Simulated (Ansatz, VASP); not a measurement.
## One calculation of SiMo3, two programs

```
Si Mo
1.0
     4.90645    0.00000    0.00000
     0.00000    4.90645    0.00000
     0.00000    0.00000    4.90645
Si Mo
2 6
Cartesian
  0.0000 0.0000 0.0000
  2.4532 2.4532 2.4532
  1.2266 0.0000 2.4532
  2.4532 3.6798 0.0000
  3.6798 0.0000 2.4532
  2.4532 1.2266 0.0000
  0.0000 2.4532 3.6798
  0.0000 2.4532 1.2266
```

Alike in both runs: functional PBE; k mesh 8 × 8 × 8; occupations gaussian, width 0.1 eV; no spin polarisation.

Ansatz relaxed the structure, and its values are those at the end. VASP's run is a single point on that final structure, the one shown.

```csv
,VASP,Ansatz
version,VASP 6.6.1,Ansatz 0.2.0
potentials or method,"VASP PAW PBE potentials, release 64 (Si, Mo_sv), cutoff 520 eV","scalar-relativistic, plane waves, PAW"
valence electrons in the cell,92,92
```

|  | VASP | Ansatz | Ansatz less VASP |
| --- | --- | --- | --- |
| gap on the k mesh at the Fermi level (eV) | none | none | - |
| pressure (GPa) | 0.5 | 0.0 | -0.48 |

A gap of «none» marks a metal or a gap that the smearing closes.
